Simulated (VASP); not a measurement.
Input of a VASP 6.6.1 run:

POSCAR

```
Ta
1.0
   -1.6527469160      1.6527469160      1.6527469160
    1.6527469160     -1.6527469160      1.6527469160
    1.6527469160      1.6527469160     -1.6527469160
Ta
1
Direct
    0.0000000000      0.0000000000      0.0000000000
```

Contents of INCAR.step1:

```
PREC     = Accurate       # precision mode
ENCUT    = 600            # plane-wave cutoff, eV
ISMEAR   = -1             # smearing method
SIGMA    = 0.08           # smearing width, eV
LREAL    = False          # projectors in reciprocal space
LASPH    = True           # aspherical terms in the spheres
NELM     = 100            # most SCF steps
GGA      = PE             # functional
ALGO     = Normal         # electronic algorithm
EDIFF    = 1E-4           # SCF threshold, eV
LWAVE    = True           # write WAVECAR
LCHARG   = False          # write CHGCAR
```

Contents of INCAR.step2:

```
PREC     = Accurate       # precision mode
ENCUT    = 600            # plane-wave cutoff, eV
EDIFF    = 1E-6           # SCF threshold, eV
ISMEAR   = -1             # smearing method
SIGMA    = 0.08           # smearing width, eV
LREAL    = False          # projectors in reciprocal space
LASPH    = True           # aspherical terms in the spheres
NELM     = 100            # most SCF steps
ALGO     = Normal         # electronic algorithm
ISIF     = 3              # what is computed and relaxed
LWAVE    = False          # write WAVECAR
LCHARG   = False          # write CHGCAR
METAGGA  = R2SCAN         # meta-GGA
LMIXTAU  = True         
IBRION   = 2              # ionic algorithm
NSW      = 100            # ionic steps
EDIFFG   = -0.002         # ionic threshold
PSTRESS  = 40.0         
ISTART   = 1
```

KPOINTS

```
Automatic mesh
0
Gamma
  24 24 24
```

Potentials or basis: VASP PAW PBE potentials, release 64 (Ta_pv).

Command:

```console
$ cat potpaw_PBE.64/Ta_pv/POTCAR > POTCAR
$ cp INCAR.step1 INCAR
$ mpirun -np 1 vasp_std > vasp.out
$ cp INCAR.step2 INCAR
$ mpirun -np 1 vasp_std > vasp.out
```

(1) What does it give for the relaxed cell?

(2) Predict the space group after relaxing (to 0.05 Å).

Results:

(1) a = 2.847 Å, b = 2.847 Å, c = 2.847 Å, α = 109.47°, β = 109.47°, γ = 109.47°.

(2) Im-3m (No. 229).

Caveat: the cell is relaxed towards a set pressure, so the enthalpy falls and the energy may rise.
